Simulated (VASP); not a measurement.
# Hg3Pt: single point with LDA

Crystal: Hg3Pt.

```
Hg Pt
1.0
     4.20636    0.00000    0.00000
     0.00000    4.20636    0.00000
     0.00000    0.00000    4.20636
Hg Pt
3 1
Direct
  0.00000 0.50000 0.50000
  0.50000 0.00000 0.50000
  0.50000 0.50000 0.00000
  0.00000 0.00000 0.00000
```

| Property | Result |
| --- | --- |
| Program | VASP 6.6.1 |
| Task | single point |
| Functional | LDA |
| Potentials or basis | VASP PAW LDA potentials, release 64 (Hg, Pt) |
| Cutoff | 520 eV |
| k mesh | 5 × 5 × 5 |
| Occupations | methfessel-paxton, width 0.15 eV |
| Spin | no spin polarisation |

- Pressure: -0.5 GPa
- Band gap on the k mesh: zero (bands 23 and 24 overlap by 2.50 eV)

Levels at points of the mesh, in eV from the Fermi level:
```
           k point  band 20  band 21  band 22  band 23  band 24  band 25  band 26  band 27
(0.00, 0.00, 0.00)    -1.68    -1.68    -0.50    -0.50    -0.50     2.58     2.58     3.72
```

Wall time 12 s on 1 thread of Intel(R) Xeon(R) Platinum 8488C (Sapphire Rapids), on a shared host, peak memory 0.16 GiB.

Caveat: spin-orbit coupling is left out, which moves the levels of the heavy elements.
